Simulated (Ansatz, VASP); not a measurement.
Sn: VASP beside Ansatz

```
CELL_PARAMETERS angstrom
-1.91586 1.91586 1.91586
1.91586 -1.91586 1.91586
1.91586 1.91586 -1.91586
ATOMIC_POSITIONS crystal
Sn 0.00000 0.00000 0.00000
```

Alike in both runs: task single point; functional BLYP; k mesh 13 × 13 × 13; occupations fermi-dirac, width 0.1 eV; no spin polarisation.

```csv
,VASP,Ansatz
version,VASP 6.6.1,Ansatz 0.2.0
potentials or method,"VASP PAW PBE potentials, release 64 (Sn_d), cutoff 520 eV","plane waves (420 eV) with PAW, scalar-relativistic"
valence electrons in the cell,14,14
```

```csv
,VASP,Ansatz,Ansatz less VASP
pressure (GPa),3.7,3.7,+0.03
```

VASP's potentials were made for PBE, not for BLYP. With one functional, cell and mesh, what is left measures potentials, basis and numerics.
